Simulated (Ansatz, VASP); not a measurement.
# W in VASP and in Ansatz

```xyz
1
Lattice="0.0000 1.8644 2.1758 1.8644 0.0000 2.1758 1.8644 1.8644 0.0000" Properties=species:S:1:pos:R:3 pbc="T T T"
W     0.0000    0.0000    0.0000
```

Alike in both runs: task single point; functional PBEsol; k mesh 22 × 22 × 22; occupations gaussian, width 0.15 eV; no spin polarisation.

```csv
,VASP,Ansatz
version,VASP 6.6.1,Ansatz 0.2.0
potentials or method,"VASP PAW PBE potentials, release 64 (W_sv), cutoff 500 eV","scalar-relativistic, plane waves, PAW"
valence electrons in the cell,14,14
```

```tsv
	VASP	Ansatz	Ansatz less VASP
gap on the k mesh at the Fermi level (eV)	none	none	-
pressure (GPa)	20.5	19.7	-0.82
traceless stress, the component that is largest in VASP (GPa)	2.17	2.30	+0.132
```

VASP's potentials were made for PBE, not for PBEsol, and Ansatz warns of the same on its side. A gap of «none» marks a metal or a gap that the smearing closes.

Neither program's run includes spin-orbit coupling.
